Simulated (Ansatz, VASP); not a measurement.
# C: VASP beside Ansatz

INCAR

```
SYSTEM = C
PREC     = Accurate       ! precision mode
ENCUT    = 520            ! plane-wave cutoff, eV
EDIFF    = 1E-6           ! SCF threshold, eV
ISMEAR   = 0              ! smearing method
SIGMA    = 0.1            ! smearing width, eV
LREAL    = .FALSE.        ! projectors in reciprocal space
LASPH    = .TRUE.         ! aspherical terms in the spheres
NELM     = 80             ! most SCF steps
ALGO     = Normal         ! electronic algorithm
ISIF     = 2              ! what is computed and relaxed
LWAVE    = .FALSE.        ! write WAVECAR
LCHARG   = .FALSE.        ! write CHGCAR
GGA      = PE             ! functional
NBANDS   = 26             ! bands
```

File KPOINTS:

```
Automatic mesh
0
G
  6 6 6
  0 0 0
```

Contents of POSCAR:

```
C
1.0
   -2.4457693300      2.4457693300      2.0180604700
    2.4457693300     -2.4457693300      2.0180604700
    2.4457693300      2.4457693300     -2.0180604700
C
8
Direct
    0.5385858800      0.0385858800      0.2035503400
    0.8350355400      0.3350355400      0.7964496600
    0.0385858800      0.8350355400      0.5000000000
    0.3350355400      0.5385858800      0.5000000000
    0.6649644600      0.4614141200      0.5000000000
    0.9614141200      0.1649644600      0.5000000000
    0.1649644600      0.6649644600      0.2035503400
    0.4614141200      0.9614141200      0.7964496600
```

Input for Ansatz:

```yaml
crystal:
  lattice:
    - [-2.44576933, 2.44576933, 2.01806047]
    - [2.44576933, -2.44576933, 2.01806047]
    - [2.44576933, 2.44576933, -2.01806047]
  atoms:
    - { symbol: C, position: [0.53858588, 0.03858588, 0.20355034] }
    - { symbol: C, position: [0.83503554, 0.33503554, 0.79644966] }
    - { symbol: C, position: [0.03858588, 0.83503554, 0.5] }
    - { symbol: C, position: [0.33503554, 0.53858588, 0.5] }
    - { symbol: C, position: [0.66496446, 0.46141412, 0.5] }
    - { symbol: C, position: [0.96141412, 0.16496446, 0.5] }
    - { symbol: C, position: [0.16496446, 0.66496446, 0.20355034] }
    - { symbol: C, position: [0.46141412, 0.96141412, 0.79644966] }
basis:
  ecutwfc: 420
kpoints:
  mp_grid: { grid: [6, 6, 6] }
hamiltonian:
  xc: pbe
scf:
  occupations: { method: gaussian, width: 0.1 }
  lower_state_search: "off"
output:
  forces: true
  stress: true
  eigenvalues: true
```

Alike in both runs: task single point; functional PBE; k mesh 6 × 6 × 6; occupations gaussian, width 0.1 eV; no spin polarisation.

|  | VASP | Ansatz |
| --- | --- | --- |
| version | VASP 6.6.1 | Ansatz 0.2.0 |
| potentials or method | VASP PAW PBE potentials, release 64 (C), cutoff 520 eV | scalar-relativistic, plane waves, PAW |
| valence electrons in the cell | 32 | 32 |

```csv
,VASP,Ansatz,Ansatz less VASP
gap on the k mesh at the Fermi level (eV),3.10,3.11,+0.009
least direct gap on the mesh (eV),3.61,3.63,+0.016
pressure (GPa),27.3,26.6,-0.75
"traceless stress, the component that is largest in VASP (GPa)",23.98,23.86,-0.122
rms of the force components (eV/Å),0.522,0.508,-0.0138
```

Atom by atom the forces differ by 0.016 eV/Å (rms over components).
